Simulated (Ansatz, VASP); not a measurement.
## Two plane-wave programs on Ta

INCAR

```
SYSTEM = Ta
ALGO     = Fast           ! electronic algorithm
EDIFF    = 1E-6           ! SCF threshold, eV
ENCUT    = 520            ! plane-wave cutoff, eV
GGA      = PS             ! functional
ISIF     = 2              ! what is computed and relaxed
ISMEAR   = 0              ! smearing method
LASPH    = .True.         ! aspherical terms in the spheres
LCHARG   = .False.        ! write CHGCAR
LREAL    = .False.        ! projectors in reciprocal space
LWAVE    = .False.        ! write WAVECAR
NBANDS   = 12             ! bands
NELM     = 60             ! most SCF steps
PREC     = Accurate       ! precision mode
SIGMA    = 0.15           ! smearing width, eV
```

The input KPOINTS:

```
k-points
0
Gamma
  22 22 22
  0 0 0
```

File POSCAR:

```
Ta
1.0
   -1.4711972949      1.4711972949      2.0802729750
    1.4711972949     -1.4711972949      2.0802729750
    1.4711972949      1.4711972949     -2.0802729750
Ta
1
Direct
    0.0000000000      0.0000000000      0.0000000000
```

Input for Ansatz:

```yaml
crystal:
  lattice:
    - [-1.4711972949, 1.4711972949, 2.080272975]
    - [1.4711972949, -1.4711972949, 2.080272975]
    - [1.4711972949, 1.4711972949, -2.080272975]
  atoms:
    - { symbol: Ta, position: [0.0, 0.0, 0.0] }
basis:
  ecutwfc: 420
kpoints:
  mp_grid: { grid: [22, 22, 22] }
hamiltonian:
  xc: pbesol
scf:
  occupations: { method: gaussian, width: 0.15 }
output:
  forces: true
  stress: true
  eigenvalues: true
```

Alike in both runs: task single point; functional PBEsol; k mesh 22 × 22 × 22; occupations gaussian, width 0.15 eV; no spin polarisation.

```csv
,VASP,Ansatz
version,VASP 6.6.1,Ansatz 0.2.0
potentials or method,"VASP PAW PBE potentials, release 64 (Ta_pv), cutoff 520 eV","scalar-relativistic, plane waves, PAW"
valence electrons in the cell,11,13
```

|  | VASP | Ansatz | Ansatz less VASP |
| --- | --- | --- | --- |
| gap on the k mesh at the Fermi level (eV) | none | none | - |
| pressure (GPa) | 2.4 | 2.3 | -0.14 |

VASP's potentials were made for PBE, not for PBEsol. A gap of «none» marks a metal or a gap that the smearing closes. The functional is the same, so the differences come from potentials, cutoffs and numerics. VASP's potentials hold 11 valence electrons a cell and Ansatz's 13, so a difference there can come from the potentials and not from the codes.

Spin-orbit coupling is off throughout.
